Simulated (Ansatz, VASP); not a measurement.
**One calculation of NbSi, two programs**

File INCAR:

```
SYSTEM = NbSi
PREC = Accurate ; ENCUT = 520
EDIFF = 1E-6 ; ISMEAR = -1
SIGMA = 0.1 ; LREAL = .FALSE.
LASPH = .TRUE. ; NELM = 80
ALGO = Normal ; ISIF = 2
LWAVE = .FALSE. ; LCHARG = .FALSE.
NBANDS = 16
```

KPOINTS

```
regular mesh
0
G
  14 14 14
  0 0 0
```

Contents of POSCAR:

```
NbSi
1.0
    3.0026685812      0.0000000000      0.0000000000
    0.0000000000      3.0026685812      0.0000000000
    0.0000000000      0.0000000000      3.0026685812
Nb Si
1 1
Direct
    0.0000000000      0.0000000000      0.0000000000
    0.5000000000      0.5000000000      0.5000000000
```

Input for Ansatz:

```yaml
crystal:
  lattice:
    - [3.0026685812, 0.0, 0.0]
    - [0.0, 3.0026685812, 0.0]
    - [0.0, 0.0, 3.0026685812]
  atoms:
    - { symbol: Nb, position: [0.0, 0.0, 0.0] }
    - { symbol: Si, position: [0.5, 0.5, 0.5] }
kpoints:
  mp_grid: { grid: [14, 14, 14] }
scf:
  occupations: { method: fermi_dirac, width: 0.1 }
hamiltonian:
  xc: lda
  pseudopotentials: { kind: all_electron, lapw: { basis_error: 0.001 } }
output:
  forces: true
  stress: true
  eigenvalues: true
  populations: true
```

Change from the starting cell: volume scaled by 0.9, LAPW.

Alike in both runs: task single point; functional LDA; k mesh 14 × 14 × 14; occupations fermi-dirac, width 0.1 eV; no spin polarisation.

|  | VASP | Ansatz |
| --- | --- | --- |
| version | VASP 6.6.1 | Ansatz 0.2.0 |
| potentials or method | VASP PAW LDA potentials, release 64 (Nb_sv, Si), cutoff 520 eV | all-electron LAPW, scalar-relativistic |

VASP gave:

| Quantity | Value |
| --- | --- |
| pressure (GPa) | 24.6 |

Q: Which values does Ansatz return?

A: Pressure (GPa): 24.5.

LDA's correlation is that of Perdew and Zunger in VASP and of Perdew and Wang (1992) in Ansatz. Ansatz ran all-electron here, and VASP with PAW potentials.
